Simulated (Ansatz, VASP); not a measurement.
# Pt in VASP and in Ansatz

```
Pt
1.0
     2.76067    0.00000   -0.20705
    -1.38033    2.39081    0.10352
    -0.35941    0.00000    4.79213
Pt
2
Direct
  0.66667 0.33333 0.75000
  0.33333 0.66667 0.25000
```

Change from the starting cell: strain -0.1500 x Voigt [0, 0, 0, 0, 1, 0], atoms carried along.

Alike in both runs: task single point; functional PBEsol; k mesh 18 × 18 × 10; occupations gaussian, width 0.15 eV; no spin polarisation.

|  | VASP | Ansatz |
| --- | --- | --- |
| version | VASP 6.6.1 | Ansatz 0.2.0 |
| potentials or method | VASP PAW PBE potentials, release 64 (Pt), cutoff 520 eV | scalar-relativistic, plane waves, PAW |
| valence electrons in the cell | 20 | 36 |

Ansatz gave:

| Property | Result |
| --- | --- |
| gap on the k mesh at the Fermi level (eV) | none |
| pressure (GPa) | -8.2 |
| traceless stress, the component that is largest in VASP (GPa) | 3.00 |
| rms of the force components (eV/Å) | 0.067 |

Problem. What did VASP give for the same quantities?

Solution. gap on the k mesh at the Fermi level (eV): none; pressure (GPa): -8.6; traceless stress, the component that is largest in VASP (GPa): 2.92; rms of the force components (eV/Å): 0.067.

VASP's potentials were made for PBE, not for PBEsol. Atom by atom the forces differ by 0.000 eV/Å (rms over components). A gap of «none» marks a metal or a gap that the smearing closes. The functional is the same, so the differences come from potentials, cutoffs and numerics. VASP's potentials hold 20 valence electrons a cell and Ansatz's 36, so a difference there can come from the potentials and not from the codes.

Neither program's run includes spin-orbit coupling.
